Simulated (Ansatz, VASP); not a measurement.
## One calculation of HgTe, two programs

```
Hg Te
1.0
     6.00630    0.00000    0.00000
     0.00000   -6.00630    0.00000
     0.00000    0.00000   -6.00630
Hg Te
4 4
Direct
  0.00000 0.00000 0.98668
  0.50000 0.50000 0.00000
  0.50000 0.00000 0.50000
  0.00000 0.50000 0.50000
  0.50000 0.00000 0.00000
  0.00000 0.50000 0.00000
  0.00000 0.00000 0.50000
  0.50000 0.50000 0.50000
```

Alike in both runs: task single point; functional PBEsol; k mesh 10 × 10 × 10; occupations gaussian, width 0.15 eV; no spin polarisation.

```csv
,VASP,Ansatz
version,VASP 6.6.1,Ansatz 0.2.0
potentials or method,"VASP PAW PBE potentials, release 64 (Hg, Te), cutoff 520 eV","scalar-relativistic, plane waves, PAW"
valence electrons in the cell,72,144
```

|  | VASP | Ansatz | Ansatz less VASP |
| --- | --- | --- | --- |
| gap on the k mesh at the Fermi level (eV) | none | none | - |
| pressure (GPa) | 0.1 | -0.1 | -0.20 |
| traceless stress, the component that is largest in VASP (GPa) | 0.08 | 0.07 | -0.001 |
| rms of the force components (eV/Å) | 0.064 | 0.063 | -0.0016 |

VASP's potentials were made for PBE, not for PBEsol. Atom by atom the forces differ by 0.002 eV/Å (rms over components). A gap of «none» marks a metal or a gap that the smearing closes. VASP's potentials hold 72 valence electrons a cell and Ansatz's 144, so a difference there can come from the potentials and not from the codes.

Spin-orbit coupling is off throughout.
